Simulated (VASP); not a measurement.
# SrO in VASP: a series of runs

SrO is run at these levels: LDA; tasks: single point, relaxation of cell and atoms, relaxation of the atoms.

All numbers are computed with VASP 6.6.1; they aren't measurements. Logs are shortened: lines on timing, memory, paths and dates and some standing lists are left out, and cuts for length are marked.

## (1) The cell of the first run

Symmetry: Fm-3m, No. 225, cubic system. Conventional cell: a = 5.064 Å, b = 5.064 Å, c = 5.064 Å, α = 90.00°, β = 90.00°, γ = 90.00°. Sr (site symmetry m-3m) has 6 O at 2.53 Å within 3.3 Å. Within 3.3 Å of O (site symmetry m-3m) lie 6 Sr at 2.53 Å.

## (2) Single point, LDA

The input, INCAR:

```
SYSTEM = SrO
ALGO     = Normal         ! electronic algorithm
EDIFF    = 1E-6           ! SCF threshold, eV
ENCUT    = 600            ! plane-wave cutoff, eV
GGA      = CA             ! functional
GGA_COMPAT= .False.      
ISIF     = 2              ! what is computed and relaxed
ISMEAR   = -1             ! smearing method
LASPH    = .True.         ! aspherical terms in the spheres
LCHARG   = .False.        ! write CHGCAR
LREAL    = .False.        ! projectors in reciprocal space
LWAVE    = .False.        ! write WAVECAR
NBANDS   = 15             ! bands
NELM     = 120            ! most SCF steps
PREC     = Accurate       ! precision mode
SIGMA    = 0.05           ! smearing width, eV
```

The input, KPOINTS:

```
k-points
0
Gamma
  14 14 14
  0 0 0
```

The input, POSCAR:

```
SrO
1.0
    0.0000000000      2.5321975707      2.5321975707
    2.5321975707      0.0000000000      2.5321975707
    2.5321975707      2.5321975707      0.0000000000
Sr O
1 1
Direct
    0.5000000000      0.5000000000      0.5000000000
    0.0000000000      0.0000000000      0.0000000000
```

Potentials or basis: VASP PAW LDA potentials, release 64 (Sr_sv, O).

On the command line:

```sh
$ cat potpaw_LDA.64/Sr_sv/POTCAR potpaw_LDA.64/O/POTCAR > POTCAR
$ mpirun -np 1 vasp_std > vasp.out
```

OUTCAR:

```text
SYSTEM = SrO
   EDIFF = 1E-6
   ENCUT = 600
   GGA = CA
   ISIF = 2
   ISMEAR = -1
   LASPH = .True.
   LREAL = .False.
   NELM = 120
   PREC = Accurate

 ion  position               nearest neighbor table
   1  0.500  0.500  0.500-   2 2.53   2 2.53   2 2.53   2 2.53   2 2.53   2 2.53
   2  0.000  0.000  0.000-   1 2.53   1 2.53   1 2.53   1 2.53   1 2.53   1 2.53

  LATTYP: Found a face centered cubic cell.
 ALAT       =     5.0643951414

  Lattice vectors:

 A1 = (   0.0000000000,   2.5321975707,   2.5321975707)
 A2 = (   2.5321975707,   0.0000000000,   2.5321975707)
 A3 = (   2.5321975707,   2.5321975707,   0.0000000000)

Analysis of symmetry for initial positions (statically):
=====================================================================
 Subroutine PRICEL returns:
 Original cell was already a primitive cell.

 Routine SETGRP: Setting up the symmetry group for a
 face centered cubic supercell.

 Subroutine GETGRP returns: Found 48 space group operations
 (whereof 48 operations were pure point group operations)
 out of a pool of 48 trial point group operations.

The static configuration has the point symmetry O_h .

Analysis of symmetry for dynamics (positions and initial velocities):
=====================================================================
 Subroutine PRICEL returns:
 Original cell was already a primitive cell.

 Routine SETGRP: Setting up the symmetry group for a
 face centered cubic supercell.

 Subroutine GETGRP returns: Found 48 space group operations
 (whereof 48 operations were pure point group operations)
 out of a pool of 48 trial point group operations.

The dynamic configuration has the point symmetry O_h .

 Subroutine INISYM returns: Found 48 space group operations
 (whereof 48 operations are pure point group operations),
 and found     1 'primitive' translations

----------------------------------------------------------------------------------------

                                     Primitive cell

  volume of cell :      32.4730

  direct lattice vectors                    reciprocal lattice vectors
     0.000000000  2.532197571  2.532197571    -0.197456946  0.197456946  0.197456946
     2.532197571  0.000000000  2.532197571     0.197456946 -0.197456946  0.197456946
     2.532197571  2.532197571  0.000000000     0.197456946  0.197456946 -0.197456946

  length of vectors
     3.581068147  3.581068147  3.581068147     0.342005463  0.342005463  0.342005463

  position of ions in fractional coordinates (direct lattice)
     0.500000000  0.500000000  0.500000000
     0.000000000  0.000000000  0.000000000

  ion indices of the primitive-cell ions
   primitive index   ion index
                 1           1
                 2           2

----------------------------------------------------------------------------------------

 KPOINTS: k-points

Automatic generation of k-mesh.
 Grid dimensions read from file:
 generate k-points for:   14   14   14

 Generating k-lattice:

  Cartesian coordinates                     Fractional coordinates (reciprocal lattice)
    -0.014104068  0.014104068  0.014104068     0.071428571  0.000000000  0.000000000
     0.014104068 -0.014104068  0.014104068     0.000000000  0.071428571  0.000000000
     0.014104068  0.014104068 -0.014104068     0.000000000  0.000000000  0.071428571

  Length of vectors
     0.024428962  0.024428962  0.024428962

  Shift w.r.t. Gamma in fractional coordinates (k-lattice)
     0.000000000  0.000000000  0.000000000

 Subroutine IBZKPT returns following result:
 ===========================================

 Found    104 irreducible k-points:

 Following reciprocal coordinates:
            Coordinates               Weight
  0.000000  0.000000  0.000000      1.000000
  0.071429  0.000000  0.000000      8.000000
  0.142857  0.000000  0.000000      8.000000
  0.214286  0.000000  0.000000      8.000000
  0.285714  0.000000  0.000000      8.000000
  0.357143  0.000000  0.000000      8.000000
[... 16 lines left out ...]
  0.214286  0.142857  0.000000     24.000000
  0.285714  0.142857  0.000000     24.000000
 [... further k-points ...]
   k-points           NKPTS =    104   k-points in BZ     NKDIM =    104   number of bands    NBANDS=     15
   number of dos      NEDOS =    301   number of ions     NIONS =      2
   total plane-waves  NPLWV =  27000
   dimension x,y,z NGX =    30 NGY =   30 NGZ =   30
   dimension x,y,z NGXF=    60 NGYF=   60 NGZF=   60
   ions per type =               1   1
   NGX,Y,Z   is equivalent  to a cutoff of  13.93, 13.93, 13.93 a.u.
   NGXF,Y,Z  is equivalent  to a cutoff of  27.85, 27.85, 27.85 a.u.
 SYSTEM =  SrO
   PREC   = accura    normal or accurate (medium, high low for compatibility)
   ISTART =      0    job   : 0-new  1-cont  2-samecut
   ICHARG =      2    charge: 1-file 2-atom 10-const
   ISPIN  =      1    spin polarized calculation?
   LNONCOLLINEAR =      F non collinear calculations
   LSORBIT =      F    spin-orbit coupling
   LASPH  =      T    aspherical Exc in radial PAW
   ENCUT  =  600.0 eV  44.10 Ry    6.64 a.u.   7.15  7.15  7.15*2*pi/ulx,y,z
   NELM   =    120;   NELMIN=  2; NELMDL= -5     # of ELM steps
   EDIFF  = 0.1E-05   stopping-criterion for ELM
   LREAL  =      F    real-space projection
   EDIFFG = 0.1E-04   stopping-criterion for IOM
   NSW    =      0    number of steps for IOM
   IBRION =     -1    ionic relax: 0-MD 1-quasi-New 2-CG
   NFREE  =      0    steps in history (QN), initial steepest desc. (CG)
   ISIF   =      2    stress and relaxation
   ISYM   =      2    0-nonsym 1-usesym 2-fastsym
   POTIM  = 0.5000    time-step for ionic-motion
   TEBEG  =    0.0;   TEEND  =   0.0 temperature during run
   PSTRESS=    0.0 pullay stress
   NELECT =      16.0000    total number of electrons
   NUPDOWN=      -1.0000    fix difference up-down
   EMIN   =  10.00;   EMAX   =-10.00  energy-range for DOS
   EFERMI =   0.00;   METHOD = LEGACY
   ISMEAR =    -1;   SIGMA  =   0.05  broadening in eV -4-tet -1-fermi 0-gaus
   EFERMI_NEDOS =   21; number of points for ismear=-14 and -15
   IALGO  =     38    algorithm
   IMIX   =      4    mixing-type and parameters
     AMIX     =   0.40;   BMIX     =  1.00
     AMIX_MAG =   1.60;   BMIX_MAG =  1.00
  volume/ion in A,a.u.               =      16.24       109.57
  Fermi-wavevector in a.u.,A,eV,Ry     =   1.293026  2.443465 22.747799  1.671916
  Thomas-Fermi vector in A             =   2.424697
   LORBIT       =      0    0 simple, 1 ext, 2 COOP (PROOUT), +10 PAW based schemes
   GGA     = CA    functional components
   LHFCALC =     F    Hartree Fock is set to
   AEXX    =    0.0000 exact exchange contribution
   IVDW    =     0    specifies the selected vdW correction
   LEPSILON=     F    determine dielectric tensor
   LRPA    =     F    only Hartree local field effects (RPA)
 non-spin polarized calculation
  energy-cutoff  :      600.00
  volume of cell :       32.47
 maximum number of plane-waves:      1106
 NGX is ok and might be reduce to    30
   NGX = 15   NGY = 15   NGZ = 15

 number of electron      15.9999999 magnetization

 Free energy of the ion-electron system (eV)
  ---------------------------------------------------
  ext. energy  EPLUGINS =         0.00000000
  ---------------------------------------------------
  free energy    TOTEN  =       -13.38879495 eV

  energy without entropy =      -13.38879495  energy(sigma->0) =      -13.38879495

 E-fermi :   2.5680     XC(G=0): -10.7432

 val. band max:        1.5700580725   @ k =   0.0000   0.0000   0.0000
 cond. band min:       4.6312483522   @ k =   0.5000   0.5000   0.0000
 fundamental gap:      3.0611902797
 Fermi energy:         2.5679958441

 k-point     1 :       0.0000    0.0000    0.0000
  band No.  band energies     occupation
      1     -30.3653      2.00000
      2     -13.2482      2.00000
      3     -12.0380      2.00000
      4     -12.0380      2.00000
      5     -12.0380      2.00000
      6       1.5701      2.00000
      7       1.5701      2.00000
      8       1.5701      2.00000
      9       5.7027      0.00000
     10       7.7688      0.00000
     11       7.7688      0.00000
     12       7.7688      0.00000
     13      10.1002      0.00000
     14      10.1002      0.00000
     15      14.2193      0.00000

 k-point     2 :       0.0714    0.0000    0.0000
  band No.  band energies     occupation
      1     -30.3568      2.00000
      2     -13.4096      2.00000
      3     -12.0428      2.00000
      4     -12.0428      2.00000
      5     -11.8965      2.00000
      6       1.3927      2.00000
      7       1.4937      2.00000
      8       1.4937      2.00000
      9       5.9592      0.00000
     10       7.7003      0.00000
     11       7.8772      0.00000
     12       7.8772      0.00000
     13      10.2512      0.00000
     14      10.2512      0.00000
     15      14.5917      0.00000

 k-point     3 :       0.1429    0.0000    0.0000
  band No.  band energies     occupation
      1     -30.3326      2.00000
      2     -13.7531      2.00000
      3     -12.0562      2.00000
      4     -12.0562      2.00000
      5     -11.6089      2.00000
      6       0.9644      2.00000
      7       1.2905      2.00000
      8       1.2905      2.00000
      9       6.6206      0.00000
     10       7.5803      0.00000
     11       8.1935      0.00000
     12       8.1935      0.00000
     13      10.6737      0.00000
     14      10.6737      0.00000
     15      15.5842      0.00000

 k-point     4 :       0.2143    0.0000    0.0000
  band No.  band energies     occupation
      1     -30.2974      2.00000
      2     -14.1291      2.00000
      3     -12.0753      2.00000
      4     -12.0753      2.00000
      5     -11.3139      2.00000
      6       0.4507      2.00000
      7       1.0200      2.00000
      8       1.0200      2.00000
      9       7.4662      0.00000
     10       7.5834      0.00000
     11       8.6893      0.00000
     12       8.6893      0.00000
     13      11.2946      0.00000
     14      11.2946      0.00000
     15      16.8910      0.00000
[... 307 lines left out ...]
 k-point    22 :       0.1429    0.1429    0.0000
  band No.  band energies     occupation
      1     -30.3220      2.00000
      2     -13.7788      2.00000
      3     -12.1235      2.00000
      4     -12.1235      2.00000
      5     -11.5314      2.00000
      6       0.5880      2.00000
      7       1.4839      2.00000
      8       1.4839      2.00000
      9       6.6570      0.00000
     10       6.8540      0.00000
     11       8.6781      0.00000
     12       8.6781      0.00000
     13      10.3967      0.00000
     14      11.2206      0.00000
     15      15.9755      0.00000

 k-point    23 :       0.2143    0.1429    0.0000
  band No.  band energies     occupation
      1     -30.2959      2.00000
      2     -13.9821      2.00000
      3     -12.1622      2.00000
      4     -12.1508      2.00000
      5     -11.4019      2.00000
      6       0.3125      2.00000
      7       1.3496      2.00000
      8       1.3923      2.00000
      9       6.6064      0.00000
     10       7.1608      0.00000
     11       9.1219      0.00000
     12       9.1749      0.00000
     13      10.6847      0.00000
     14      11.7139      0.00000
     15      16.9604      0.00000

 k-point    24 :       0.2857    0.1429    0.0000
  band No.  band energies     occupation
      1     -30.2618      2.00000
      2     -14.2351      2.00000
      3     -12.1941      2.00000
      4     -12.1721      2.00000
      5     -11.2695      2.00000
      6       0.0863      2.00000
      7       1.0674      2.00000
      8       1.2007      2.00000
      9       6.6037      0.00000
     10       7.8910      0.00000
     11       9.6126      0.00000
     12       9.7670      0.00000
     13      11.2414      0.00000
     14      12.2398      0.00000
     15      18.0867      0.00000

 [... further k-points ...]

------------------------ aborting loop because EDIFF is reached ----------------------------------------

  FORCE on cell =-STRESS in cart. coord.  units (eV):
  Direction    XX          YY          ZZ          XY          YZ          ZX
  --------------------------------------------------------------------------------------
  -------------------------------------------------------------------------------------
  Total        0.1465772      0.1465772      0.1465772      0.0000000      0.0000000      0.0000000
  in kB        7.2319317      7.2319317      7.2319317      0.0000000      0.0000000      0.0000000
  external PRESSURE =       7.2319317 kB  Pullay stress =       0.0000000 kB

 VOLUME and BASIS-vectors are now :
 -----------------------------------------------------------------------------
  energy-cutoff  :      600.00
  volume of cell :       32.47
      direct lattice vectors                 reciprocal lattice vectors
     0.000000000  2.532197571  2.532197571    -0.197456946  0.197456946  0.197456946
     2.532197571  0.000000000  2.532197571     0.197456946 -0.197456946  0.197456946
     2.532197571  2.532197571  0.000000000     0.197456946  0.197456946 -0.197456946

 POSITION                                       TOTAL-FORCE (eV/Angst)
 -----------------------------------------------------------------------------------
      2.53220      2.53220      2.53220        -0.000000     -0.000000     -0.000000
      0.00000      0.00000      0.00000         0.000000      0.000000      0.000000
 -----------------------------------------------------------------------------------
    total drift:                               -0.000000      0.000000      0.000000

  FREE ENERGIE OF THE ION-ELECTRON SYSTEM (eV)
  ---------------------------------------------------
  free  energy   TOTEN  =       -13.3887949535 eV

  energy  without entropy=      -13.3887949534  energy(sigma->0) =      -13.38879495
```

Wall time 57 s (1 thread of Intel Xeon Platinum 8259CL at 2.50GHz (Skylake/Cascade Lake), shared host); peak memory 0.2 GiB.

Results:

* Free energy: -13.3888 eV
* Pressure: 0.7 GPa
* Band gap on the k mesh: 3.06 eV (least direct gap 3.11 eV)

Levels at points of the mesh, in eV from the valence-band top:
```
           k point  band 6  band 7  band 8  band 9  band 10  band 11
(0.00, 0.00, 0.00)    0.00    0.00    0.00    4.13     6.20     6.20
(0.50, 0.00, 0.00)   -2.33   -1.25   -1.25    6.64     8.63     9.07
(0.50, 0.50, 0.00)   -0.34   -0.05   -0.05    3.06     8.11    10.49
```

(Continued in part 2 of 2.)
